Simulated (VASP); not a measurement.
Pt, 1 atom in the cell. It takes space group Fm-3m (No. 225, cubic). Conventional cell: a = 3.494 Å, b = 3.494 Å, c = 3.494 Å, α = 90.00°, β = 90.00°, γ = 90.00°. Within 3.3 Å of Pt (site symmetry m-3m) lie 12 Pt at 2.47 Å. 

```yaml
Program: VASP 6.6.1
Task: relaxation of cell and atoms
Functional: PBEsol
Potentials_or_basis: VASP PAW PBE potentials, release 64 (Pt)
Cutoff: 500 eV
k_mesh: 10 × 10 × 10
Occupations: gaussian, width 0.1 eV
Spin: no spin polarisation
Target_pressure: 241 GPa
Dipole_correction: no
Further_INCAR_settings: ALGO = Normal; EDIFF = 1e-07; IBRION = 2; EDIFFG = -0.05; NSW = 80; ISIF = 3
```

Potentials or basis: VASP PAW PBE potentials, release 64 (Pt).

The run is started by

```console
$ cat potpaw_PBE.64/Pt/POTCAR > POTCAR
$ mpirun -np 1 vasp_std > vasp.out
```

Hardware: 1 thread of Intel(R) Xeon(R) Platinum 8259CL CPU @ 2.50GHz (Skylake/Cascade Lake), with other jobs on the host.

Problem. How long does it take, and how much memory?

Solution. It took 12 s on 1 thread of Intel(R) Xeon(R) Platinum 8259CL CPU @ 2.50GHz (Skylake/Cascade Lake), on a shared host, peak memory 0.13 GiB. Counts: scf iterations 24, k points 47, ion steps 3.
